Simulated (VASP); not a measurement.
Set up this calculation in VASP 6.6.1, as the native input.

* Task: single point
* Functional: PBEsol
* Potentials or basis: VASP PAW PBE potentials, release 64 (Mo_sv)
* Cutoff: 520 eV
* k mesh: 13 × 13 × 4
* Occupations: fermi-dirac, width 0.1 eV
* Spin: no spin polarisation
* Dipole correction: no
* Further INCAR settings: ALGO = Normal; EDIFF = 1e-06; NBANDS = 36

The structure of Mo lies in POSCAR:

```
Mo
1.0
    2.7488921781      0.0000000000      0.0000000000
   -1.3744460891      2.3806104585      0.0000000000
    0.0000000000      0.0000000000      9.5202812642
Mo
4
Direct
    1.0000000000      0.0000000000      0.0000000000
    1.0000000000      0.0000000000      0.5000000000
    0.3333333333      0.6666666667      0.2500000000
    0.6666666667      0.3333333333      0.7500000000
```

This isn't the form of Mo at room conditions, which is bcc.

The input as run:

INCAR

```
PREC = Accurate ; ENCUT = 520
EDIFF = 1E-6 ; ISMEAR = -1
SIGMA = 0.1 ; LREAL = F
LASPH = T ; NELM = 100
ALGO = Normal ; ISIF = 2
LWAVE = F ; LCHARG = F
GGA = PS ; NBANDS = 36
```

KPOINTS

```
regular mesh
0
Gamma
  13 13 4
```

Potentials or basis: VASP PAW PBE potentials, release 64 (Mo_sv).

The run is started by

```bash
$ cat potpaw_PBE.64/Mo_sv/POTCAR > POTCAR
$ mpirun -np 1 vasp_std > vasp.out
```

It gave:

The pressure is 0.5 GPa. The band gap on the k mesh is zero (bands 28 and 29 overlap by 1.83 eV).

Caveat: the PAW data sets were made with another functional, which shifts forces and pressure a little.

Wall time 3.3 min on 1 thread of Intel Xeon 8259CL, with other jobs on the host, peak memory 0.24 GiB.
